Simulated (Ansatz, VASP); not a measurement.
**Si64N: VASP beside Ansatz**

```
Si N
1.0
     6.65089    6.65089    3.84477
    -9.97633    3.32544    1.92239
     3.32544   -9.97633    9.61193
Si N
64 1
Direct
  0.13184 0.95130 0.95653
  0.37584 0.69711 0.70491
  0.14276 0.71446 0.20922
  0.63308 0.45030 0.44879
  0.88857 0.20889 0.20687
  0.39314 0.45284 0.95447
  0.61934 0.19026 0.70347
  0.13150 0.45075 0.46110
  0.38298 0.20518 0.20368
  0.12218 0.20387 0.70604
  0.88137 0.95303 0.45413
  0.63875 0.95973 0.95249
  0.87844 0.69409 0.70366
  0.38151 0.95144 0.45678
  0.63863 0.69688 0.20216
  0.94251 0.52125 0.94140
  0.14125 0.56555 0.05175
  0.35728 0.29058 0.79206
  0.61377 0.03905 0.54493
  0.11906 0.29702 0.29936
  0.36351 0.03936 0.04676
  0.11350 0.04670 0.54636
  0.86920 0.79254 0.29637
  0.61046 0.79148 0.79423
  0.86287 0.53948 0.54304
  0.37479 0.79944 0.29737
  0.62766 0.53794 0.04081
  0.10934 0.78651 0.79805
  0.36791 0.54174 0.54601
  0.83555 0.25938 0.80749
  0.62148 0.29652 0.28619
  0.87058 0.05493 0.04640
  0.05027 0.13577 0.95636
  0.28172 0.87219 0.70289
  0.54377 0.63046 0.45367
  0.04573 0.88721 0.20753
  0.31639 0.64062 0.95725
  0.04165 0.62754 0.45318
  0.80205 0.38230 0.19167
  0.54130 0.37724 0.70494
  0.79265 0.13379 0.45655
  0.29277 0.38495 0.20516
  0.53033 0.12447 0.95023
  0.02235 0.38105 0.72182
  0.29455 0.13204 0.45664
  0.79060 0.87230 0.70315
  0.55488 0.88322 0.20595
  0.79610 0.65130 0.95693
  0.20038 0.60989 0.80023
  0.45862 0.36225 0.54315
  0.70939 0.11811 0.29481
  0.20903 0.37034 0.04365
  0.43655 0.10426 0.79054
  0.20818 0.11754 0.29686
  0.95420 0.87685 0.05031
  0.70499 0.86131 0.54421
  0.95886 0.61228 0.29151
  0.46916 0.87174 0.04719
  0.69867 0.61166 0.79388
  0.19782 0.86145 0.54368
  0.45753 0.61474 0.29335
  0.95030 0.36377 0.55411
  0.70958 0.34777 0.02277
  0.95200 0.10017 0.79466
  0.82120 0.35088 0.93058
```

Alike in both runs: task single point; functional PBE; k mesh 1 × 1 × 1; occupations gaussian, width 0.05 eV; collinear spin.

|  | VASP | Ansatz |
| --- | --- | --- |
| version | VASP 6.6.1 | Ansatz 0.2.0 |
| potentials or method | VASP PAW PBE potentials, release 64 (Si, N), cutoff 520 eV | scalar-relativistic, plane waves, PAW |
| valence electrons in the cell | 261 | 261 |

|  | VASP | Ansatz | Ansatz less VASP |
| --- | --- | --- | --- |
| gap on the k mesh at the Fermi level (eV) | 0.39 | 0.38 | -0.007 |
| rms of the force components (eV/Å) | 0.004 | 0.003 | -0.0005 |
| net moment per atom (μB) | 0.02 | 0.02 | 0.000 |
| size of the moment on the site where the two differ most (μB) | 0.16 | 0.07 | -0.092 |

Site moments also hang on the region over which each program counts them. Atom by atom the forces differ by 0.002 eV/Å (rms over components). Ansatz's warnings: moment headroom below auto, stability check not made.
